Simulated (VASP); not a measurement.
# SiC (P1) in VASP: further runs

Runs on SiC. Level: PBE. Tasks: relaxation of cell and atoms, single point.

Program: VASP 6.6.1. These are calculated values, not measurements. Logs are shortened: lines on timing, memory, paths and dates and some standing lists are left out, and cuts for length are marked.

**1. The cell of the first run**

The typed cell holds 20 atoms: a = 5.501 Å, b = 5.501 Å, c = 8.402 Å, α = 83.74°, β = 70.89°, γ = 70.53°.

**2. Relaxation of cell and atoms, PBE**

File INCAR:

```
  PREC = Accurate
  ENCUT = 600
  EDIFF = 1E-6
  ISMEAR = 0
  SIGMA = 0.1
  LREAL = Auto
  LASPH = T
  NELM = 100
  ALGO = Normal
  ISIF = 3
  LWAVE = F
  LCHARG = F
  GGA = PE
  IBRION = 2
  NSW = 70
  EDIFFG = -0.04
  ISYM = 0
```

File KPOINTS:

```
Automatic mesh
0
Gamma
  3 3 2
  0 0 0.5
```

File POSCAR:

```
SiC
1.0
    2.2456616100      2.2456616100      4.4913232200
   -2.2456616100     -2.2456616100      4.4913232200
    6.7369848300     -4.4913232200      2.2456616100
C Si
10 10
Direct
    0.1982379265      0.0009437909      0.5975203306
    0.1032457619      0.5051247490      0.7994628427
    0.2988400666      0.5033114757      0.3998605420
    0.8014119085      0.0039891137      0.4005345917
    0.6995929590      0.5043686956      0.5996487284
    0.4747781483      0.3773028227      0.7976413709
    0.3707208503      0.8802626049      0.0009924251
    0.7827115004      0.8690321230      0.1987164313
    0.1730730378      0.8805946433      0.4026943995
    0.0771743062      0.3713959730      0.6009249524
    0.5983345740      0.9992458394      0.7974962077
    0.9982732019      0.0021929227      0.9981105500
    0.4051505173      0.9948065548      0.1966246623
    0.5048425273      0.5015531749      0.0025330499
    0.9039282196      0.4989572072      0.1983870330
    0.5744767207      0.8765211510      0.6000101254
    0.9742205179      0.8740517525      0.7998230174
    0.6718305959      0.3804865951      0.3950050504
    0.8768058085      0.3658917775      0.9986637590
    0.2794857497      0.3741521562      0.2009827849
```

Potentials or basis: VASP PAW PBE potentials, release 64 (C, Si).

Command:

```bash
> cat potpaw_PBE.64/C/POTCAR potpaw_PBE.64/Si/POTCAR > POTCAR
> mpirun -np 1 vasp_std > vasp.out
```

OUTCAR:

```text
PREC = Accurate
   ENCUT = 600
   EDIFF = 1E-6
   ISMEAR = 0
   LREAL = Auto
   LASPH = T
   NELM = 100
   ISIF = 3
   GGA = PE
   IBRION = 2
   NSW = 70
   EDIFFG = -0.04
   ISYM = 0

 ion  position               nearest neighbor table
   1  0.198  0.001  0.598-   9 1.89  10 1.92  16 1.96  17 1.96
   2  0.103  0.505  0.799-  17 1.91   6 1.92  10 1.96  19 1.98
   3  0.299  0.503  0.400-  18 1.92  20 1.93   9 1.96  10 1.96
   4  0.801  0.004  0.401-   9 1.93  18 1.95  16 1.95   8 1.97
   5  0.700  0.504  0.600-  16 1.93   6 1.94  10 1.96  18 1.99
   6  0.475  0.377  0.798-   2 1.92   5 1.94  11 1.96  14 1.99
   7  0.371  0.880  0.001-  13 1.91  12 1.94  11 1.95  14 1.96
   8  0.783  0.869  0.199-  15 1.92  12 1.95  13 1.96   4 1.97
   9  0.173  0.881  0.403-   1 1.89   4 1.93   3 1.96  13 1.97
  10  0.077  0.371  0.601-   1 1.92   2 1.96   3 1.96   5 1.96
  11  0.598  0.999  0.797-  16 1.92   7 1.95  17 1.96   6 1.96
  12  0.998  0.002  0.998-  19 1.89  17 1.94   7 1.94   8 1.95  14 3.15
  13  0.405  0.995  0.197-   7 1.91   8 1.96  20 1.97   9 1.97  14 3.12
  14  0.505  0.502  0.003-  19 1.92  20 1.94   7 1.96   6 1.99  13 3.12  15 3.14  12 3.15
  15  0.904  0.499  0.198-   8 1.92  18 1.93  20 1.95  19 1.97  14 3.14
  16  0.574  0.877  0.600-  11 1.92   5 1.93   4 1.95   1 1.96
  17  0.974  0.874  0.800-   2 1.91  12 1.94  11 1.96   1 1.96  19 3.14
  18  0.672  0.380  0.395-   3 1.92  15 1.93   4 1.95   5 1.99  20 3.11  19 3.15
  19  0.877  0.366  0.999-  12 1.89  14 1.92  15 1.97   2 1.98  17 3.14  18 3.15
  20  0.279  0.374  0.201-   3 1.93  14 1.94  15 1.95  13 1.97  18 3.11

IMPORTANT INFORMATION: All symmetrisations will be switched off!
NOSYMM: (Re-)initialisation of all symmetry stuff for point group C_1.

----------------------------------------------------------------------------------------

                                     Primitive cell

  volume of cell :     226.4973

  direct lattice vectors                    reciprocal lattice vectors
     2.245661610  2.245661610  4.491323220     0.066795460  0.155856073  0.111325766
    -2.245661610 -2.245661610  4.491323220    -0.111325766 -0.111325766  0.111325766
     6.736984830 -4.491323220  2.245661610     0.089060613 -0.089060613  0.000000000

  length of vectors
     5.500725079  5.500725079  8.402496351     0.202845200  0.192821884  0.125950727

  position of ions in fractional coordinates (direct lattice)
     0.198237926  0.000943791  0.597520331
     0.103245762  0.505124749  0.799462843
     0.298840067  0.503311476  0.399860542
     0.801411909  0.003989114  0.400534592
     0.699592959  0.504368696  0.599648728
     0.474778148  0.377302823  0.797641371
[... 12 lines left out ...]
     0.876805809  0.365891778  0.998663759
     0.279485750  0.374152156  0.200982785

  ion indices of the primitive-cell ions
   primitive index   ion index
                 1           1
                 2           2
                 3           3
                 4           4
                 5           5
                 6           6
[... 12 lines left out ...]
                19          19
                20          20

----------------------------------------------------------------------------------------

 KPOINTS: Automatic mesh

Automatic generation of k-mesh.
 Grid dimensions read from file:
 generate k-points for:    3    3    2

 Generating k-lattice:

  Cartesian coordinates                     Fractional coordinates (reciprocal lattice)
     0.022265153  0.051952024  0.037108589     0.333333333  0.000000000  0.000000000
    -0.037108589 -0.037108589  0.037108589     0.000000000  0.333333333 -0.000000000
     0.044530307 -0.044530307  0.000000000     0.000000000  0.000000000  0.500000000

  Length of vectors
     0.067615067  0.064273961  0.062975364

  Shift w.r.t. Gamma in fractional coordinates (k-lattice)
     0.000000000  0.000000000  0.500000000

 -----------------------------------------------------------------------------
[... 34 lines left out ...]
   IBRION =      2    ionic relax: 0-MD 1-quasi-New 2-CG
   NFREE  =      1    steps in history (QN), initial steepest desc. (CG)
   ISIF   =      3    stress and relaxation
   ISYM   =      0    0-nonsym 1-usesym 2-fastsym
   POTIM  = 0.5000    time-step for ionic-motion
   TEBEG  =    0.0;   TEEND  =   0.0 temperature during run
   PSTRESS=    0.0 pullay stress
   NELECT =      80.0000    total number of electrons
   NUPDOWN=      -1.0000    fix difference up-down
   EMIN   =  10.00;   EMAX   =-10.00  energy-range for DOS
   EFERMI =   0.00;   METHOD = LEGACY
   ISMEAR =     0;   SIGMA  =   0.10  broadening in eV -4-tet -1-fermi 0-gaus
   EFERMI_NEDOS =   21; number of points for ismear=-14 and -15
   IALGO  =     38    algorithm
   IMIX   =      4    mixing-type and parameters
     AMIX     =   0.40;   BMIX     =  1.00
     AMIX_MAG =   1.60;   BMIX_MAG =  1.00
  volume/ion in A,a.u.               =      11.32        76.42
  Fermi-wavevector in a.u.,A,eV,Ry     =   1.157223  2.186835 18.220457  1.339166
  Thomas-Fermi vector in A             =   2.293837
   LORBIT       =      0    0 simple, 1 ext, 2 COOP (PROOUT), +10 PAW based schemes
   GGA     = PE    functional components
   LHFCALC =     F    Hartree Fock is set to
   AEXX    =    0.0000 exact exchange contribution
   IVDW    =     0    specifies the selected vdW correction
   LEPSILON=     F    determine dielectric tensor
   LRPA    =     F    only Hartree local field effects (RPA)
 conjugate gradient relaxation of ions
 non-spin polarized calculation
 Gauss-broadening in eV      SIGMA  =   0.10
  energy-cutoff  :      600.00
  volume of cell :      226.50
 maximum number of plane-waves:      7582
 NGX is ok and might be reduce to    48
   NGX = 21   NGY = 21   NGZ = 33

--------------------------------------- Ionic step        1  -------------------------------------------

 number of electron      80.0000000 magnetization

 Free energy of the ion-electron system (eV)
  ---------------------------------------------------
  ext. energy  EPLUGINS =         0.00000000
  ---------------------------------------------------
  free energy    TOTEN  =      -118.65116397 eV

  energy without entropy =     -118.65116397  energy(sigma->0) =     -118.65116397

------------------------ aborting loop because EDIFF is reached ----------------------------------------

  FORCE on cell =-STRESS in cart. coord.  units (eV):
  Direction    XX          YY          ZZ          XY          YZ          ZX
  --------------------------------------------------------------------------------------
  -------------------------------------------------------------------------------------
  Total       30.4672067     31.5741710     32.9961827      1.4334122     -1.4078915      7.3791970
  in kB      215.5163787    223.3467306    233.4056379     10.1395515     -9.9590249     52.1983468
  external PRESSURE =     224.0895824 kB  Pullay stress =       0.0000000 kB
[... 143 lines left out ...]
  FREE ENERGIE OF THE ION-ELECTRON SYSTEM (eV)
  ---------------------------------------------------
  free  energy   TOTEN  =      -130.2346764879 eV

  energy  without entropy=     -130.2346764874  energy(sigma->0) =     -130.23467649

[... ionic steps 4 to 23 ...]

--------------------------------------- Ionic step       24  -------------------------------------------

 number of electron      80.0000001 magnetization

------------------------ aborting loop because EDIFF is reached ----------------------------------------
[... 103 lines left out ...]
--------------------------------------- Ionic step       26  -------------------------------------------

 number of electron      80.0000001 magnetization

 Free energy of the ion-electron system (eV)
  ---------------------------------------------------
  ext. energy  EPLUGINS =         0.00000000
  ---------------------------------------------------
  free energy    TOTEN  =      -135.58590813 eV

  energy without entropy =     -135.58590756  energy(sigma->0) =     -135.58590785

 E-fermi :   8.9966     XC(G=0): -11.1828

 val. band max:        8.6802790148   @ k =   0.0000   0.0000   0.2500
 cond. band min:       9.3149899704   @ k =  -0.3333  -0.0000   0.2500
 fundamental gap:      0.6347109557
 Fermi energy:         8.9966038661

 k-point     1 :       0.0000    0.0000    0.2500
  band No.  band energies     occupation
      1      -8.4267      2.00000
      2      -7.1138      2.00000
      3      -5.8399      2.00000
      4      -5.0955      2.00000
      5      -4.4088      2.00000
      6      -4.0892      2.00000
[... 522 lines left out ...]
  FREE ENERGIE OF THE ION-ELECTRON SYSTEM (eV)
  ---------------------------------------------------
  free  energy   TOTEN  =      -135.5859081309 eV

  energy  without entropy=     -135.5859075605  energy(sigma->0) =     -135.58590785

 reached required accuracy - stopping structural energy minimisation
```

It took 85 min on 1 thread of Oxide Virtual Turin-like, shared host; peak memory 0.42 GiB.

What came out:

```yaml
Free_energy: -135.5859 eV
Relaxed_volume: 11.01 Å³/atom
Relaxed_cell: a = 5.287 Å, b = 5.374 Å, c = 8.507 Å, α = 84.95°, β = 72.16°, γ = 73.20°
Space_group_after_relaxing_to_0.1_Å: P1 (No. 1)
Energy_gained_by_relaxing: 846.7 meV/atom
Ionic_steps: 26
Pressure_after_relaxing: 0.0 GPa
Largest_force_after_relaxing: 0.034 eV/Å
Band_gap_on_the_k_mesh: 0.63 eV (least direct gap 0.73 eV)
```

Forces on the atoms (eV/Å):
```
C   -0.010 -0.011  0.011
C   -0.015 -0.002 -0.015
C    0.011 -0.003 -0.017
C    0.010 -0.002 -0.014
C   -0.010  0.005 -0.017
C    0.002  0.015  0.019
C   -0.009 -0.013 -0.002
C    0.001  0.026  0.001
C   -0.008  0.002  0.009
C    0.003  0.000 -0.014
Si  -0.010 -0.018 -0.013
Si  -0.005  0.000  0.003
Si   0.008  0.012  0.016
Si   0.003 -0.028 -0.004
Si   0.015  0.004  0.013
Si   0.008 -0.002  0.009
Si  -0.009  0.007 -0.014
Si   0.019 -0.002  0.029
Si   0.004 -0.004 -0.013
Si  -0.007  0.014  0.015
```

The path:
```
step  energy change (eV)  largest force (eV/Å)  pressure (GPa)  volume (Å³)
   1              0.0000               12.1960           22.41       226.50
   2             -2.8759                7.2793          -15.30       282.40
   3            -11.5835                4.1086           -9.12       250.55
   4            -11.6203                4.0415           -8.45       249.46
   5            -11.6276                3.9927           -7.90       248.62
   6            -14.7910                2.5250           -3.68       233.49
   7            -15.4631                3.6594            2.14       223.01
   8            -15.8913                3.1572            3.56       218.08
   9            -16.2405                1.6386            2.26       220.04
  10            -16.7157                0.7024           -2.18       224.06
  11            -16.7166                0.6596           -2.01       223.88
  12            -16.8313                0.4593            0.68       220.63
  13            -16.8313                0.4678            0.74       220.57
  14            -16.8774                0.3096           -0.04       221.09
  15            -16.8821                0.4428           -0.37       221.33
  16            -16.9115                0.1922           -0.27       220.89
  17            -16.9119                0.2147           -0.25       220.83
  18            -16.9227                0.1504            0.28       220.09
  19            -16.9227                0.1522            0.29       220.08
  20            -16.9288                0.1124           -0.02       220.37
  21            -16.9290                0.1219           -0.08       220.43
  22            -16.9326                0.0703           -0.08       220.43
  23            -16.9326                0.0692           -0.08       220.43
  24            -16.9340                0.0466            0.05       220.23
  25            -16.9340                0.0491            0.06       220.22
  26            -16.9347                0.0344           -0.01       220.26
```

Final structure:
```
CELL_PARAMETERS angstrom
2.21218 2.22926 4.25293
-2.27729 -2.27027 4.30585
6.82549 -4.61841 2.10946
ATOMIC_POSITIONS crystal
C 0.19029 0.00899 0.56594
C 0.15583 0.47314 0.74059
C 0.24148 0.52525 0.44319
C 0.82776 0.96504 0.40012
C 0.71420 0.47331 0.61059
C 0.46348 0.40110 0.76375
C 0.38357 0.90031 0.02079
C 0.78749 0.88625 0.23562
C 0.14278 0.85934 0.42203
C 0.06906 0.38105 0.59188
Si 0.56049 0.03695 0.81829
Si 0.01298 0.97758 0.02788
Si 0.41344 0.96061 0.22845
Si 0.47474 0.54545 0.96568
Si 0.87615 0.52777 0.19719
Si 0.56838 0.85250 0.58201
Si 0.02324 0.84793 0.76879
Si 0.64636 0.35052 0.42882
Si 0.91970 0.39691 0.94179
Si 0.29572 0.39419 0.23223
```

Levels at points of the mesh, in eV from the valence-band top:
| k point | band 36 | band 37 | band 38 | band 39 | band 40 | band 41 | band 42 | band 43 | band 44 | band 45 |
| --- | --- | --- | --- | --- | --- | --- | --- | --- | --- | --- |
| (0.00, 0.00, 0.25) | -1.49 | -1.29 | -0.91 | -0.61 | 0.00 | 0.73 | 0.87 | 1.64 | 2.10 | 2.48 |

Caveat: the k points lie up to 0.43 Å⁻¹ apart in the final cell; semilocal functionals underestimate gaps, and a narrow one can read as zero; a shifted mesh leaves out Γ, where band edges can lie.

(Continued in part 2 of 2.)
